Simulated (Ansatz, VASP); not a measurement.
TePb: VASP beside Ansatz

```
CELL_PARAMETERS angstrom
0.00000 3.27076 3.27076
3.27076 0.00000 3.27076
3.27076 3.27076 0.00000
ATOMIC_POSITIONS crystal
Pb 0.50000 0.50000 0.50000
Te 0.00000 0.00000 0.00000
```

Alike in both runs: task single point; functional revPBE; k mesh 6 × 6 × 6; occupations gaussian, width 0.05 eV; no spin polarisation.

|  | VASP | Ansatz |
| --- | --- | --- |
| version | VASP 6.6.1 | Ansatz 0.2.0 |
| potentials or method | VASP PAW PBE potentials, release 64 (Pb_d, Te), cutoff 500 eV | scalar-relativistic, plane waves, PAW |
| valence electrons in the cell | 20 | 30 |

```tsv
	VASP	Ansatz	Ansatz less VASP
gap on the k mesh at the Fermi level (eV)	0.86	0.85	-0.005
least direct gap on the mesh (eV)	0.86	0.85	-0.005
pressure (GPa)	1.5	1.6	+0.06
```

VASP's potentials were made for PBE, not for revPBE. The functional is the same, so the differences come from potentials, cutoffs and numerics. VASP's potentials hold 20 valence electrons a cell and Ansatz's 30, so a difference there can come from the potentials and not from the codes.

Neither program's run includes spin-orbit coupling.
